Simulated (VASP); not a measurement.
# BaTe (I4/mmm) in VASP: a series of runs

BaTe is run at these levels: PBE, r2SCAN; tasks: single point.

Everything below comes from runs of VASP 6.6.1. Logs are shortened: lines on timing, memory, paths and dates and some standing lists are left out, and cuts for length are marked.

**1. The cell of the first run**

Symmetry: I4/mmm, No. 139, tetragonal system. Conventional cell: a = 5.095 Å, b = 5.095 Å, c = 7.025 Å, α = 90.00°, β = 90.00°, γ = 90.00°. Within 4.6 Å of Ba (site symmetry 4/mmm) lie 6 Te at 3.51 to 3.60 Å. Within 4.6 Å of Te (site symmetry 4/mmm) lie 6 Ba at 3.51 to 3.60 Å.

**2. Single point, PBE (epitaxial xy strain +2.0%)**

Contents of INCAR:

```
  PREC = Accurate
  ENCUT = 520
  EDIFF = 1E-6
  ISMEAR = -1
  SIGMA = 0.02
  LREAL = False
  LASPH = True
  NELM = 80
  ALGO = Normal
  ISIF = 2
  LWAVE = False
  LCHARG = False
  GGA = PE
  NBANDS = 15
```

Contents of KPOINTS:

```
Automatic mesh
0
Gamma
  6 6 6
```

Contents of POSCAR:

```
BaTe
1.0
    0.0000000000      3.6030345821      3.5127122081
    3.6030345821      0.0000000000      3.5127122081
    3.6030345821      3.6030345821      0.0000000000
Ba Te
1 1
Direct
    0.0000000000      0.0000000000      0.0000000000
    0.5000000000      0.5000000000      0.5000000000
```

Potentials or basis: VASP PAW PBE potentials, release 64 (Ba_sv, Te).

On the command line:

```sh
> cat potpaw_PBE.64/Ba_sv/POTCAR potpaw_PBE.64/Te/POTCAR > POTCAR
> mpirun -np 1 vasp_std > vasp.out
```

OUTCAR:

```text
PREC = Accurate
   ENCUT = 520
   EDIFF = 1E-6
   ISMEAR = -1
   LREAL = False
   LASPH = True
   NELM = 80
   ISIF = 2
   GGA = PE

 ion  position               nearest neighbor table
   1  0.000  0.000  0.000-   2 3.51   2 3.51   2 3.60   2 3.60   2 3.60   2 3.60
   2  0.500  0.500  0.500-   1 3.51   1 3.51   1 3.60   1 3.60   1 3.60   1 3.60

  LATTYP: Found a body centered tetragonal cell.
 ALAT       =     5.0954603717
 C/A-ratio  =     1.3787614668

  Lattice vectors:

 A1 = (   0.0000000000,  -3.6030345821,  -3.5127122081)
 A2 = (   0.0000000000,   3.6030345821,  -3.5127122081)
 A3 = (   3.6030345821,   0.0000000000,   3.5127122081)

Analysis of symmetry for initial positions (statically):
=====================================================================
 Subroutine PRICEL returns:
 Original cell was already a primitive cell.

 Routine SETGRP: Setting up the symmetry group for a
 body centered tetragonal supercell.

 Subroutine GETGRP returns: Found 16 space group operations
 (whereof 16 operations were pure point group operations)
 out of a pool of 16 trial point group operations.

The static configuration has the point symmetry D_4h.

Analysis of symmetry for dynamics (positions and initial velocities):
=====================================================================
 Subroutine PRICEL returns:
 Original cell was already a primitive cell.

 Routine SETGRP: Setting up the symmetry group for a
 body centered tetragonal supercell.

 Subroutine GETGRP returns: Found 16 space group operations
 (whereof 16 operations were pure point group operations)
 out of a pool of 16 trial point group operations.

The dynamic configuration has the point symmetry D_4h.

 Subroutine INISYM returns: Found 16 space group operations
 (whereof 16 operations are pure point group operations),
 and found     1 'primitive' translations

----------------------------------------------------------------------------------------

                                     Primitive cell

  volume of cell :      91.2031

  direct lattice vectors                    reciprocal lattice vectors
     0.000000000  3.603034582  3.512712208    -0.138771913  0.138771913  0.142340155
     3.603034582  0.000000000  3.512712208     0.138771913 -0.138771913  0.142340155
     3.603034582  3.603034582  0.000000000     0.138771913  0.138771913 -0.142340155

  length of vectors
     5.031998138  5.031998138  5.095460372     0.242437636  0.242437636  0.242437636

  position of ions in fractional coordinates (direct lattice)
     0.000000000  0.000000000  0.000000000
     0.500000000  0.500000000  0.500000000

  ion indices of the primitive-cell ions
   primitive index   ion index
                 1           1
                 2           2

----------------------------------------------------------------------------------------

 KPOINTS: Automatic mesh

Automatic generation of k-mesh.
 Grid dimensions read from file:
 generate k-points for:    6    6    6

 Generating k-lattice:

  Cartesian coordinates                     Fractional coordinates (reciprocal lattice)
    -0.023128652  0.023128652  0.023723359     0.166666667  0.000000000  0.000000000
     0.023128652 -0.023128652  0.023723359     0.000000000  0.166666667  0.000000000
     0.023128652  0.023128652 -0.023723359    -0.000000000 -0.000000000  0.166666667

  Length of vectors
     0.040406273  0.040406273  0.040406273

  Shift w.r.t. Gamma in fractional coordinates (k-lattice)
     0.000000000  0.000000000  0.000000000

 Subroutine IBZKPT returns following result:
 ===========================================

 Found     30 irreducible k-points:

 Following reciprocal coordinates:
            Coordinates               Weight
  0.000000  0.000000  0.000000      1.000000
  0.166667 -0.000000  0.000000      8.000000
  0.333333  0.000000  0.000000      8.000000
  0.500000  0.000000  0.000000      4.000000
  0.166667  0.166667  0.000000      2.000000
  0.333333  0.166667  0.000000      8.000000
[... 16 lines left out ...]
  0.333333  0.000000  0.333333      4.000000
  0.500000  0.000000  0.333333     16.000000
 [... further k-points ...]
   k-points           NKPTS =     30   k-points in BZ     NKDIM =     30   number of bands    NBANDS=     15
   number of dos      NEDOS =    301   number of ions     NIONS =      2
   total plane-waves  NPLWV =  64000
   dimension x,y,z NGX =    40 NGY =   40 NGZ =   40
   dimension x,y,z NGXF=    80 NGYF=   80 NGZF=   80
   ions per type =               1   1
   NGX,Y,Z   is equivalent  to a cutoff of  13.22, 13.22, 13.05 a.u.
   NGXF,Y,Z  is equivalent  to a cutoff of  26.43, 26.43, 26.10 a.u.
 SYSTEM =  unknown system
   PREC   = accura    normal or accurate (medium, high low for compatibility)
   ISTART =      0    job   : 0-new  1-cont  2-samecut
   ICHARG =      2    charge: 1-file 2-atom 10-const
   ISPIN  =      1    spin polarized calculation?
   LNONCOLLINEAR =      F non collinear calculations
   LSORBIT =      F    spin-orbit coupling
   LASPH  =      T    aspherical Exc in radial PAW
   ENCUT  =  520.0 eV  38.22 Ry    6.18 a.u.   9.36  9.36  9.47*2*pi/ulx,y,z
   NELM   =     80;   NELMIN=  2; NELMDL= -5     # of ELM steps
   EDIFF  = 0.1E-05   stopping-criterion for ELM
   LREAL  =      F    real-space projection
   EDIFFG = 0.1E-04   stopping-criterion for IOM
   NSW    =      0    number of steps for IOM
   IBRION =     -1    ionic relax: 0-MD 1-quasi-New 2-CG
   NFREE  =      0    steps in history (QN), initial steepest desc. (CG)
   ISIF   =      2    stress and relaxation
   ISYM   =      2    0-nonsym 1-usesym 2-fastsym
   POTIM  = 0.5000    time-step for ionic-motion
   TEBEG  =    0.0;   TEEND  =   0.0 temperature during run
   PSTRESS=    0.0 pullay stress
   NELECT =      16.0000    total number of electrons
   NUPDOWN=      -1.0000    fix difference up-down
   EMIN   =  10.00;   EMAX   =-10.00  energy-range for DOS
   EFERMI =   0.00;   METHOD = LEGACY
   ISMEAR =    -1;   SIGMA  =   0.02  broadening in eV -4-tet -1-fermi 0-gaus
   EFERMI_NEDOS =   21; number of points for ismear=-14 and -15
   IALGO  =     38    algorithm
   IMIX   =      4    mixing-type and parameters
     AMIX     =   0.40;   BMIX     =  1.00
     AMIX_MAG =   1.60;   BMIX_MAG =  1.00
  volume/ion in A,a.u.               =      45.60       307.73
  Fermi-wavevector in a.u.,A,eV,Ry     =   0.916456  1.731851 11.427422  0.839892
  Thomas-Fermi vector in A             =   2.041314
   LORBIT       =      0    0 simple, 1 ext, 2 COOP (PROOUT), +10 PAW based schemes
   GGA     = PE    functional components
   LHFCALC =     F    Hartree Fock is set to
   AEXX    =    0.0000 exact exchange contribution
   IVDW    =     0    specifies the selected vdW correction
   LEPSILON=     F    determine dielectric tensor
   LRPA    =     F    only Hartree local field effects (RPA)
 non-spin polarized calculation
  energy-cutoff  :      520.00
  volume of cell :       91.20
 maximum number of plane-waves:      2481
 NGX is ok and might be reduce to    40
   NGX = 19   NGY = 19   NGZ = 19

 number of electron      16.0000000 magnetization

 Free energy of the ion-electron system (eV)
  ---------------------------------------------------
  ext. energy  EPLUGINS =         0.00000000
  ---------------------------------------------------
  free energy    TOTEN  =        -8.61841216 eV

  energy without entropy =       -8.61841216  energy(sigma->0) =       -8.61841216

 E-fermi :   2.3158     XC(G=0):  -8.0007

 val. band max:        1.9379860443   @ k =   0.0000   0.0000   0.0000
 cond. band min:       3.5450959668   @ k =   0.5000   0.5000   0.0000
 fundamental gap:      1.6071099225
 Fermi energy:         2.3157658787

 k-point     1 :       0.0000    0.0000    0.0000
  band No.  band energies     occupation
      1     -25.2828      2.00000
      2     -10.4199      2.00000
      3     -10.4199      2.00000
      4     -10.4188      2.00000
      5      -7.5089      2.00000
      6       1.8863      2.00000
      7       1.8863      2.00000
      8       1.9380      2.00000
      9       4.5570      0.00000
     10       4.8100      0.00000
     11       4.8100      0.00000
     12       4.9582      0.00000
     13       5.3624      0.00000
     14       5.4913      0.00000
     15       8.8794      0.00000

 k-point     2 :       0.1667   -0.0000    0.0000
  band No.  band energies     occupation
      1     -25.2804      2.00000
      2     -10.5055      2.00000
      3     -10.4237      2.00000
      4     -10.4206      2.00000
      5      -7.3596      2.00000
      6       1.1552      2.00000
      7       1.5599      2.00000
      8       1.5790      2.00000
      9       4.8528      0.00000
     10       5.1350      0.00000
     11       5.2105      0.00000
     12       5.6129      0.00000
     13       6.0326      0.00000
     14       6.2149      0.00000
     15       9.6287      0.00000

 k-point     3 :       0.3333    0.0000    0.0000
  band No.  band energies     occupation
      1     -25.2758      2.00000
      2     -10.6596      2.00000
      3     -10.4311      2.00000
      4     -10.4232      2.00000
      5      -7.0699      2.00000
      6       0.2027      2.00000
      7       1.0818      2.00000
      8       1.0850      2.00000
      9       5.2700      0.00000
     10       5.9598      0.00000
     11       5.9775      0.00000
     12       6.9490      0.00000
     13       7.5076      0.00000
     14       7.7302      0.00000
     15       9.6232      0.00000
[... 343 lines left out ...]
 k-point    23 :       0.3333    0.0000    0.3333
  band No.  band energies     occupation
      1     -25.2738      2.00000
      2     -10.5702      2.00000
      3     -10.4693      2.00000
      4     -10.4619      2.00000
      5      -7.2666      2.00000
      6       0.4881      2.00000
      7       1.5558      2.00000
      8       1.5898      2.00000
      9       3.7824      0.00000
     10       5.8086      0.00000
     11       6.0687      0.00000
     12       6.9757      0.00000
     13       7.0059      0.00000
     14       8.4779      0.00000
     15       9.5502      0.00000

 k-point    24 :       0.5000    0.0000    0.3333
  band No.  band energies     occupation
      1     -25.2715      2.00000
      2     -10.5868      2.00000
      3     -10.5036      2.00000
      4     -10.4672      2.00000
      5      -7.2223      2.00000
      6       0.6407      2.00000
      7       1.1334      2.00000
      8       1.3568      2.00000
      9       4.0945      0.00000
     10       6.5839      0.00000
     11       6.8590      0.00000
     12       7.0524      0.00000
     13       7.2101      0.00000
     14       7.4363      0.00000
     15       9.2819      0.00000

 [... further k-points ...]

------------------------ aborting loop because EDIFF is reached ----------------------------------------

  FORCE on cell =-STRESS in cart. coord.  units (eV):
  Direction    XX          YY          ZZ          XY          YZ          ZX
  --------------------------------------------------------------------------------------
  -------------------------------------------------------------------------------------
  Total       -0.5930850     -0.5930850      0.1821340      0.0000000      0.0000000     -0.0000000
  in kB      -10.4188096    -10.4188096      3.1995737      0.0000000      0.0000000     -0.0000000
  external PRESSURE =      -5.8793485 kB  Pullay stress =       0.0000000 kB

 VOLUME and BASIS-vectors are now :
 -----------------------------------------------------------------------------
  energy-cutoff  :      520.00
  volume of cell :       91.20
      direct lattice vectors                 reciprocal lattice vectors
     0.000000000  3.603034582  3.512712208    -0.138771913  0.138771913  0.142340155
     3.603034582  0.000000000  3.512712208     0.138771913 -0.138771913  0.142340155
     3.603034582  3.603034582  0.000000000     0.138771913  0.138771913 -0.142340155

 POSITION                                       TOTAL-FORCE (eV/Angst)
 -----------------------------------------------------------------------------------
      0.00000      0.00000      0.00000         0.000000     -0.000000     -0.000000
      3.60303      3.60303      3.51271        -0.000000      0.000000      0.000000
 -----------------------------------------------------------------------------------
    total drift:                                0.000000     -0.000000     -0.000000

  FREE ENERGIE OF THE ION-ELECTRON SYSTEM (eV)
  ---------------------------------------------------
  free  energy   TOTEN  =        -8.6184121614 eV

  energy  without entropy=       -8.6184121613  energy(sigma->0) =       -8.61841216
```

Wall time 25 s (1 thread of AMD EPYC 9R45 (Zen 5), shared host); peak memory 0.22 GiB.

Results:

```
Free energy            : -8.6184 eV
Pressure               : -0.6 GPa
Band gap on the k mesh : 1.61 eV, indirect (least direct gap 1.99 eV)
```

Stress tensor (GPa, compression positive):
```
-1.04  0.00  0.00
 0.00 -1.04  0.00
 0.00  0.00  0.32
```

Levels at points of the mesh, in eV from the valence-band top:
```tsv
k point	band 5	band 6	band 7	band 8	band 9	band 10	band 11	band 12
(0.00, 0.00, 0.00)	-9.45	-0.05	-0.05	0.00	2.62	2.87	2.87	3.02
(0.50, 0.00, 0.00)	-8.86	-2.11	-1.05	-1.04	4.07	4.57	4.70	4.75
(0.50, 0.50, 0.00)	-9.25	-1.08	-0.45	-0.45	1.61	4.32	4.34	5.33
(0.50, 0.00, 0.50)	-9.26	-1.17	-0.41	-0.38	1.61	4.20	4.43	5.26
```

Caveat: the cell differs from its parent crystal (epitaxial xy strain +2.0%); spin-orbit coupling is left out, which moves the levels of the heavy elements. A k mesh can miss the band edges.

**3. Single point, r2SCAN (epitaxial xy strain +2.0%)**

POSCAR is that of step 2.

Contents of INCAR.step1:

```
SYSTEM = BaTe
PREC = Accurate
ENCUT = 520
ISMEAR = 0
SIGMA = 0.01
LREAL = .False.
LASPH = .True.
NELM = 80
NBANDS = 15
GGA = PE
ALGO = Normal
EDIFF = 1E-4
LWAVE = .True.
LCHARG = .False.
```

Contents of INCAR.step2:

```
SYSTEM = BaTe
PREC = Accurate
ENCUT = 520
EDIFF = 1E-6
ISMEAR = 0
SIGMA = 0.01
LREAL = .False.
LASPH = .True.
NELM = 80
ALGO = Normal
ISIF = 2
LWAVE = .False.
LCHARG = .False.
METAGGA = R2SCAN
LMIXTAU = .True.
NBANDS = 15
ISTART = 1
```

Contents of KPOINTS:

```
regular mesh
0
Gamma
  6 6 6
  0 0 0
```

Potentials or basis: VASP PAW PBE potentials, release 64 (Ba_sv, Te).

On the command line:

```sh
> cat potpaw_PBE.64/Ba_sv/POTCAR potpaw_PBE.64/Te/POTCAR > POTCAR
> cp INCAR.step1 INCAR
> mpirun -np 1 vasp_std > vasp.out
> cp INCAR.step2 INCAR
> mpirun -np 1 vasp_std > vasp.out
```

Wall time 2.2 min (1 thread of AMD EPYC 9R45 (Zen 5), shared host); peak memory 0.24 GiB.

Results (log left out):

| Item | Value |
| --- | --- |
| Free energy | -56.0172 eV |
| Pressure | -0.7 GPa |
| Band gap on the k mesh | 1.95 eV, indirect (least direct gap 2.35 eV) |

Stress tensor (GPa, compression positive):
```
-1.15  0.00  0.00
 0.00 -1.15  0.00
 0.00  0.00  0.34
```

Levels at points of the mesh, in eV from the valence-band top:
| k point | band 5 | band 6 | band 7 | band 8 | band 9 | band 10 | band 11 | band 12 |
| --- | --- | --- | --- | --- | --- | --- | --- | --- |
| (0.00, 0.00, 0.00) | -9.72 | -0.05 | -0.05 | 0.00 | 3.26 | 3.29 | 3.29 | 3.43 |
| (0.50, 0.00, 0.00) | -9.10 | -2.10 | -1.05 | -1.03 | 4.51 | 5.06 | 5.21 | 5.26 |
| (0.50, 0.50, 0.00) | -9.52 | -1.10 | -0.46 | -0.46 | 1.95 | 4.84 | 5.03 | 5.96 |
| (0.50, 0.00, 0.50) | -9.52 | -1.19 | -0.42 | -0.38 | 1.96 | 4.74 | 5.10 | 5.89 |

Caveat: the cell differs from its parent crystal (epitaxial xy strain +2.0%); the PAW data sets were made with another functional, which shifts forces and pressure a little; spin-orbit coupling is left out, which moves the levels of the heavy elements.

**4. Single point, PBE (epitaxial xy strain +2.0%)**

Contents of INCAR:

```
ALGO = Normal ; EDIFF = 1E-6
ENCUT = 520 ; GGA = PE
ISIF = 2 ; ISMEAR = 0
LASPH = T ; LCHARG = F
LREAL = F ; LWAVE = F
NBANDS = 15 ; NELM = 80
PREC = Accurate ; SIGMA = 0.01
```

Contents of KPOINTS:

```
k-points
0
Gamma
  4 4 4
```

POSCAR is that of step 3.

On the command line:

```sh
> cat potpaw_PBE.64/Ba_sv/POTCAR potpaw_PBE.64/Te/POTCAR > POTCAR
> mpirun -np 1 vasp_std > vasp.out
```

Wall time 17 s (1 thread of Intel Xeon Platinum 8375C at 2.90GHz (Ice Lake), shared host); peak memory 0.23 GiB.

It converged, with:

```
Free energy            : -8.6109 eV
Pressure               : -0.5 GPa
Band gap on the k mesh : 1.60 eV, indirect (least direct gap 1.98 eV)
```

Stress tensor (GPa, compression positive):
```
-1.00  0.00  0.00
 0.00 -1.00  0.00
 0.00  0.00  0.36
```

Levels at points of the mesh, in eV from the valence-band top:
| k point | band 6 | band 7 | band 8 | band 9 | band 10 | band 11 |
| --- | --- | --- | --- | --- | --- | --- |
| (0.00, 0.00, 0.00) | -0.05 | -0.05 | 0.00 | 2.62 | 2.87 | 2.87 |
| (0.50, 0.00, 0.00) | -2.11 | -1.06 | -1.04 | 4.06 | 4.56 | 4.69 |
| (0.50, 0.50, 0.00) | -1.08 | -0.45 | -0.45 | 1.60 | 4.32 | 4.33 |
| (0.50, 0.00, 0.50) | -1.17 | -0.41 | -0.38 | 1.60 | 4.19 | 4.43 |

Caveat: the cell differs from its parent crystal (epitaxial xy strain +2.0%); spin-orbit coupling is left out, which moves the levels of the heavy elements.

**5. Overview**

```tsv
level	k mesh	smearing	gap on the mesh (eV)	pressure (GPa)
PBE	6 × 6 × 6	fermi-dirac 0.02 eV	1.61	-0.6
r2SCAN	6 × 6 × 6	gaussian 0.01 eV	1.95	-0.7
PBE	4 × 4 × 4	gaussian 0.01 eV	1.60	-0.5
```

Alike in all rows: task single point; potentials or basis VASP PAW PBE potentials, release 64 (Ba_sv, Te); no spin polarisation; cell as given; cutoff (eV) 520.

Caveats: spin-orbit coupling is left out, which moves the levels of the heavy elements; the PAW data sets were made with another functional, which shifts forces and pressure a little (some runs).

Total energies depend on the potentials used, so only differences within one code and one set of settings carry meaning.
